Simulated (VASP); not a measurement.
# Mg5Cd11O16 (P1) in VASP: a series of runs, part 3 of 4

VASP 6.6.1. Earlier steps stand in the parts before.

## 4. Single point, HSE06

File POSCAR:

```
Mg5Cd11O16
1.0
    9.1464290000      0.0000000000      0.0000000000
    0.0000000000      9.1464290000      0.0000000000
    0.0000000000      0.0000000000      9.1464290000
O Cd Mg
32 22 10
Direct
    0.2483910000      0.9978150000      0.9824860000
    0.2498470000      0.9862390000      0.5151860000
    0.2471320000      0.5010970000      0.9977760000
    0.2494760000      0.5191450000      0.5042260000
    0.7496500000      0.0079140000      0.9836400000
    0.7505480000      0.9858200000      0.5158720000
    0.7487110000      0.4891740000      0.9836750000
    0.7504070000      0.5151610000      0.5159070000
    0.9838660000      0.2488640000      0.9855880000
    0.9983500000      0.2506560000      0.5132780000
    0.9977450000      0.7484430000      0.0002920000
    0.0009390000      0.7503070000      0.5041700000
    0.5124320000      0.2492980000      0.9978890000
    0.5024510000      0.2502840000      0.4966960000
    0.5002470000      0.7489350000      0.9859540000
    0.5008880000      0.7504090000      0.5142400000
    0.0007270000      0.0034480000      0.2495980000
    0.9959470000      0.0146480000      0.7499790000
    0.9984240000      0.4961420000      0.2496710000
    0.9844390000      0.4819590000      0.7496670000
    0.5002340000      0.0149830000      0.2487980000
    0.5044200000      0.0035650000      0.7497710000
    0.5003010000      0.4847090000      0.2489240000
    0.5122710000      0.4881420000      0.7497150000
    0.2639880000      0.2493830000      0.2490810000
    0.2650830000      0.2359440000      0.7489960000
    0.2544900000      0.7530120000      0.2691030000
    0.2648790000      0.7632870000      0.7393170000
    0.7373780000      0.2489020000      0.2347050000
    0.7444750000      0.2451940000      0.7574750000
    0.7464770000      0.7501230000      0.2684890000
    0.7364140000      0.7516050000      0.7402710000
    0.9979060000      0.0017150000      0.9955660000
    0.9998480000      0.9993510000      0.5044290000
    0.9955750000      0.4962310000      0.9960460000
    0.9984440000      0.5013820000      0.5038310000
    0.5005830000      0.0017770000      0.9971970000
    0.5005880000      0.0001380000      0.5019590000
    0.5012080000      0.4972030000      0.9966610000
    0.5012850000      0.5009490000      0.5028140000
    0.2500230000      0.2477810000      0.9957000000
    0.2512180000      0.2484490000      0.5029750000
    0.2509650000      0.7511990000      0.9957600000
    0.7483990000      0.2500530000      0.5023260000
    0.7475690000      0.7491080000      0.9942720000
    0.2517180000      0.0005350000      0.2526220000
    0.2511080000      0.5007410000      0.2528400000
    0.2519460000      0.4980880000      0.7486900000
    0.7487720000      0.0004210000      0.2501930000
    0.7478700000      0.4986420000      0.2503450000
    0.9972680000      0.2499210000      0.2464460000
    0.0002190000      0.7496480000      0.2548410000
    0.9980750000      0.7519620000      0.7487250000
    0.5002940000      0.7494990000      0.2541990000
    0.2547260000      0.7535550000      0.5082150000
    0.7459210000      0.2487650000      0.9927400000
    0.7451020000      0.7502100000      0.5097480000
    0.2553940000      0.0013830000      0.7472950000
    0.7454940000      0.0021360000      0.7493550000
    0.7454410000      0.4968620000      0.7492790000
    0.9836840000      0.2469760000      0.7518510000
    0.5028510000      0.2500530000      0.2448850000
    0.5052460000      0.2471290000      0.7535900000
    0.5021250000      0.7578900000      0.7462510000
```

File INCAR.step1:

```
PREC = Accurate
ENCUT = 520
EDIFF = 1E-5
ISMEAR = -1
SIGMA = 0.05
LREAL = Auto
LASPH = T
NELM = 60
ALGO = Normal
ISIF = 2
LWAVE = T
GGA = PE
NBANDS = 276
LUSENCCL = F
```

File INCAR.step2:

```
PREC = Accurate
ENCUT = 520
EDIFF = 1E-7
ISMEAR = -1
SIGMA = 0.05
LREAL = Auto
LASPH = T
NELM = 60
ALGO = Normal
ISIF = 2
LWAVE = F
LCHARG = T
GGA = PE
LHFCALC = T
HFSCREEN = 0.2079
PRECFOCK = Fast
LELF = T
LVHAR = T
ISTART = 1
NBANDS = 276
LUSENCCL = F
```

File KPOINTS:

```
regular mesh
0
Gamma
  1 1 1
```

Potentials or basis: VASP PAW PBE potentials, release 64 (O, Cd, Mg).

The run is started by

```bash
$ cat potpaw_PBE.64/O/POTCAR potpaw_PBE.64/Cd/POTCAR potpaw_PBE.64/Mg/POTCAR > POTCAR
$ cp INCAR.step1 INCAR
$ mpirun -np 1 vasp_gam > vasp.out
$ cp INCAR.step2 INCAR
$ mpirun -np 1 vasp_gam > vasp.out
```

OUTCAR:

```text
PREC = Accurate
   ENCUT = 520
   EDIFF = 1E-7
   ISMEAR = -1
   LREAL = Auto
   LASPH = T
   NELM = 60
   ISIF = 2
   GGA = PE
   LHFCALC = T
   HFSCREEN = 0.2079
   PRECFOCK = Fast
   ISTART = 1

 ion  position               nearest neighbor table
   1  0.248  0.998  0.982-  58 2.15  43 2.26  41 2.29  33 2.29  37 2.31  46 2.47
   2  0.250  0.986  0.515-  58 2.13  55 2.13  34 2.29  38 2.30  42 2.40  46 2.41
   3  0.247  0.501  0.998-  48 2.28  43 2.29  35 2.30  41 2.32  39 2.32  47 2.33
   4  0.249  0.519  0.504-  55 2.14  48 2.24  36 2.30  47 2.31  40 2.31  42 2.48
   5  0.750  0.008  0.984-  59 2.14  56 2.20  33 2.27  37 2.28  45 2.37  49 2.44
   6  0.751  0.986  0.516-  59 2.14  57 2.16  34 2.29  38 2.29  44 2.42  49 2.43
[... 76 lines left out ...]
  58  0.255  0.001  0.747-   2 2.13  26 2.15   1 2.15  28 2.18  22 2.28  18 2.38  55 3.15  64 3.17
                            38 3.17  42 3.18  41 3.20  37 3.20  63 3.21  34 3.22  43 3.23  33 3.27
  59  0.745  0.002  0.749-   6 2.14   5 2.14  22 2.21  30 2.22  18 2.29  32 2.29  61 3.12  63 3.14
                            64 3.15  56 3.17  57 3.18  38 3.18  37 3.19  44 3.20  45 3.22  33 3.23
  60  0.745  0.497  0.749-  24 2.13   8 2.14   7 2.15  20 2.19  30 2.30  32 2.33  61 3.16  63 3.17
                            40 3.17  56 3.18  39 3.18  57 3.19  44 3.19  35 3.21  45 3.22  36 3.22
  61  0.984  0.247  0.752-  18 2.13   9 2.14  20 2.15  10 2.19  30 2.19  26 2.58  56 3.10  59 3.12
                            44 3.14  60 3.16  33 3.17  35 3.19  34 3.21  36 3.25  41 3.30  42 3.34
  62  0.503  0.250  0.245-  23 2.15  29 2.15  21 2.15  25 2.19  13 2.26  14 2.30  50 3.19  56 3.20
                            39 3.20  49 3.21  37 3.21  46 3.24  41 3.25  47 3.25  44 3.25  38 3.28
  63  0.505  0.247  0.754-  30 2.19  26 2.20  24 2.21  22 2.23  13 2.24  14 2.35  56 3.10  59 3.14
                            37 3.16  60 3.17  39 3.19  44 3.20  58 3.21  41 3.22  38 3.23  48 3.26
  64  0.502  0.758  0.746-  16 2.12  32 2.14  28 2.17  15 2.19  22 2.25  24 2.47  57 3.10  55 3.14
                            38 3.15  59 3.15  58 3.17  45 3.19  37 3.20  40 3.24  43 3.24  60 3.26

  LATTYP: Found a simple cubic cell.
 ALAT       =     9.1464290000

  Lattice vectors:

 A1 = (   9.1464290000,   0.0000000000,   0.0000000000)
 A2 = (   0.0000000000,   9.1464290000,   0.0000000000)
 A3 = (   0.0000000000,   0.0000000000,   9.1464290000)

Analysis of symmetry for initial positions (statically):
=====================================================================
 Subroutine PRICEL returns:
 Original cell was already a primitive cell.

 Routine SETGRP: Setting up the symmetry group for a
 simple cubic supercell.

 Subroutine GETGRP returns: Found  1 space group operations
 (whereof  1 operations were pure point group operations)
 out of a pool of 48 trial point group operations.

The static configuration has the point symmetry C_1 .

Analysis of symmetry for dynamics (positions and initial velocities):
=====================================================================
 Subroutine PRICEL returns:
 Original cell was already a primitive cell.

 Routine SETGRP: Setting up the symmetry group for a
 simple cubic supercell.

 Subroutine GETGRP returns: Found  1 space group operations
 (whereof  1 operations were pure point group operations)
 out of a pool of 48 trial point group operations.

The dynamic configuration has the point symmetry C_1 .

 Subroutine INISYM returns: Found  1 space group operations
 (whereof  1 operations are pure point group operations),
 and found     1 'primitive' translations

[... 186 lines left out ...]
   ISTART =      1    job   : 0-new  1-cont  2-samecut
   ICHARG =      0    charge: 1-file 2-atom 10-const
   ISPIN  =      1    spin polarized calculation?
   LNONCOLLINEAR =      F non collinear calculations
   LSORBIT =      F    spin-orbit coupling
   LASPH  =      T    aspherical Exc in radial PAW
   ENCUT  =  520.0 eV  38.22 Ry    6.18 a.u.  17.01 17.01 17.01*2*pi/ulx,y,z
   NELM   =     60;   NELMIN=  2; NELMDL=  0     # of ELM steps
   EDIFF  = 0.1E-06   stopping-criterion for ELM
   LREAL  =      T    real-space projection
   EDIFFG = 0.1E-05   stopping-criterion for IOM
   NSW    =      0    number of steps for IOM
   IBRION =     -1    ionic relax: 0-MD 1-quasi-New 2-CG
   NFREE  =      0    steps in history (QN), initial steepest desc. (CG)
   ISIF   =      2    stress and relaxation
   ISYM   =      3    0-nonsym 1-usesym 2-fastsym
   POTIM  = 0.5000    time-step for ionic-motion
   TEBEG  =    0.0;   TEEND  =   0.0 temperature during run
   PSTRESS=    0.0 pullay stress
   NELECT =     476.0000    total number of electrons
   NUPDOWN=      -1.0000    fix difference up-down
   EMIN   =  10.00;   EMAX   =-10.00  energy-range for DOS
   EFERMI =   0.00;   METHOD = LEGACY
   ISMEAR =    -1;   SIGMA  =   0.05  broadening in eV -4-tet -1-fermi 0-gaus
   EFERMI_NEDOS =   21; number of points for ismear=-14 and -15
   IALGO  =     38    algorithm
   IMIX   =      1    mixing-type and parameters
     AMIX     =   0.40;   BMIX     =  1.00
     AMIX_MAG =   1.60;   BMIX_MAG =  1.00
  volume/ion in A,a.u.               =      11.96        80.68
  Fermi-wavevector in a.u.,A,eV,Ry     =   1.397523  2.640935 26.573132  1.953070
  Thomas-Fermi vector in A             =   2.520771
   LORBIT       =      0    0 simple, 1 ext, 2 COOP (PROOUT), +10 PAW based schemes
   GGA     = PE    functional components
   LHFCALC =     T    Hartree Fock is set to
   PRECFOCK=fast      Normal, Fast or Accurate (Low or Medium for compatibility)
   ENCUT4O =  -1.0   cutoff for four orbital integrals eV
   NKREDX  =     1    reduce k-point grid by
   NKREDY  =     1    reduce k-point grid by
   NKREDZ  =     1    reduce k-point grid by
   AEXX    =    0.2500 exact exchange contribution
   HFSCREEN=    0.2079 screening length (either q_TF or 0.3 A-1)
   HFSCREENC=   0.2079 screening length for correlation (either q_TF or 0.3 A-1)
   ENCUTFOCK=  -1.0 apply spherical cutoff to Coloumb kernel
   IVDW    =     0    specifies the selected vdW correction
   LEPSILON=     F    determine dielectric tensor
   LRPA    =     F    only Hartree local field effects (RPA)
 non-spin polarized calculation
  energy-cutoff  :      520.00
  volume of cell :      765.16
 maximum number of plane-waves:     10240
 NGX is ok and might be reduce to    70
  NGX = 36; NGY = 36; NGZ = 36

 number of electron     476.0000036 magnetization

 Free energy of the ion-electron system (eV)
  ---------------------------------------------------
  ext. energy  EPLUGINS =         0.00000000
  ---------------------------------------------------
  free energy    TOTEN  =      -357.39796895 eV

  energy without entropy =     -357.39796465  energy(sigma->0) =     -357.39796680

 E-fermi :   2.5508     XC(G=0):  -9.3944

 val. band max:        1.8542129009   @ k =   0.0000   0.0000   0.0000
 cond. band min:       3.2235485424   @ k =   0.0000   0.0000   0.0000
 fundamental gap:      1.3693356415
 Fermi energy:         2.5508077958

 k-point     1 :       0.0000    0.0000    0.0000
  band No.  band energies     occupation
      1     -17.7604      2.00000
      2     -17.4028      2.00000
      3     -17.3727      2.00000
      4     -17.3493      2.00000
      5     -17.2799      2.00000
      6     -17.2139      2.00000
[... 242 lines left out ...]
    249       7.7694      0.00000
    250       7.8037      0.00000
 [bands above 250 left out]

------------------------ aborting loop because EDIFF is reached ----------------------------------------

  FORCE on cell =-STRESS in cart. coord.  units (eV):
  Direction    XX          YY          ZZ          XY          YZ          ZX
  --------------------------------------------------------------------------------------
  -------------------------------------------------------------------------------------
  Total        9.2023075      8.9924678      7.1269808     -0.0225917     -0.6261424      0.4582883
  in kB       19.2687092     18.8293258     14.9231831     -0.0473047     -1.3110793      0.9596098
  external PRESSURE =      17.6737394 kB  Pullay stress =       0.0000000 kB

 VOLUME and BASIS-vectors are now :
 -----------------------------------------------------------------------------
  energy-cutoff  :      520.00
  volume of cell :      765.16
      direct lattice vectors                 reciprocal lattice vectors
     9.146429000  0.000000000  0.000000000     0.109332287  0.000000000  0.000000000
     0.000000000  9.146429000  0.000000000     0.000000000  0.109332287  0.000000000
     0.000000000  0.000000000  9.146429000     0.000000000  0.000000000  0.109332287

 POSITION                                       TOTAL-FORCE (eV/Angst)
 -----------------------------------------------------------------------------------
      2.27189      9.12644      8.98624        -0.016302     -0.008474     -0.051790
      2.28521      9.02056      4.71211        -0.023455     -0.103470      0.082221
      2.26038      4.58325      9.12609        -0.020366      0.033610      0.006216
      2.28181      4.74832      4.61187        -0.052485      0.098849     -0.032112
      6.85662      0.07238      8.99679         0.025171      0.003489     -0.056935
      6.86483      9.01673      4.71839         0.021248     -0.097509      0.065689
[... 56 lines left out ...]
      4.62120      2.26035      6.89266         0.071648     -0.028088      0.061262
      4.59265      6.93199      6.82553         0.031104      0.072252     -0.097217
 -----------------------------------------------------------------------------------
    total drift:                                0.006559     -0.003702     -0.000580

  FREE ENERGIE OF THE ION-ELECTRON SYSTEM (eV)
  ---------------------------------------------------
  free  energy   TOTEN  =      -357.3979689455 eV

  energy  without entropy=     -357.3979646550  energy(sigma->0) =     -357.39796680
```

It took 6 min on 1 × NVIDIA H100 80GB with 1 thread of AMD EPYC 7R13 (Zen 3), shared host; peak memory 1.6 GiB.

Results:

```yaml
Free_energy: -357.3980 eV
Pressure: 1.8 GPa
Largest_force: 0.155 eV/Å
Band_gap_on_the_k_mesh: 1.37 eV
```

Forces on the atoms (eV/Å):
```
O   -0.016 -0.008 -0.052
O   -0.023 -0.103  0.082
O   -0.020  0.034  0.006
O   -0.052  0.099 -0.032
O    0.025  0.003 -0.057
O    0.021 -0.098  0.066
O    0.053  0.022 -0.039
O   -0.013  0.076  0.034
O   -0.029  0.043 -0.007
O    0.004 -0.004  0.022
O    0.009 -0.003  0.026
O    0.006 -0.026 -0.029
O    0.044  0.001  0.002
O   -0.006  0.011 -0.030
O    0.013 -0.006 -0.017
O   -0.020 -0.019  0.027
O    0.005  0.022 -0.018
O   -0.005  0.093 -0.009
O    0.016 -0.024  0.003
O   -0.021 -0.072  0.040
O   -0.026  0.076 -0.019
O   -0.005  0.025 -0.004
O    0.016 -0.082 -0.003
O    0.053 -0.074 -0.001
O    0.048 -0.025 -0.011
O    0.068 -0.049  0.001
O   -0.004 -0.021  0.042
O    0.045  0.038 -0.086
O   -0.020  0.025 -0.014
O   -0.024 -0.022  0.013
O   -0.025 -0.007  0.049
O   -0.031  0.030 -0.017
Cd  -0.033  0.067 -0.087
Cd   0.001 -0.035  0.083
Cd  -0.059 -0.059 -0.058
Cd  -0.033  0.033  0.058
Cd   0.032  0.072 -0.090
Cd  -0.006 -0.031  0.099
Cd   0.066 -0.073 -0.055
Cd   0.026  0.030  0.062
Cd   0.047 -0.028 -0.058
Cd   0.035 -0.039  0.056
Cd   0.029  0.028 -0.074
Cd  -0.031 -0.002  0.114
Cd  -0.026  0.005 -0.110
Cd   0.027 -0.003  0.034
Cd   0.036 -0.006  0.027
Cd   0.041 -0.001 -0.027
Cd  -0.033  0.036 -0.004
Cd  -0.029 -0.033 -0.003
Cd  -0.035 -0.001 -0.034
Cd  -0.002  0.004  0.066
Cd  -0.036  0.035 -0.067
Cd  -0.008  0.001  0.074
Mg   0.049  0.035  0.076
Mg  -0.048 -0.002 -0.123
Mg  -0.057  0.003  0.119
Mg   0.063 -0.007 -0.039
Mg  -0.053  0.053  0.007
Mg  -0.041 -0.055  0.008
Mg  -0.143 -0.029  0.052
Mg   0.033  0.001 -0.040
Mg   0.072 -0.028  0.061
Mg   0.031  0.072 -0.097
```

Caveat: the k points lie up to 0.69 Å⁻¹ apart; the PAW data sets were made with another functional, which shifts forces and pressure a little. A k mesh can miss the band edges.

[end of part 3 of 4]
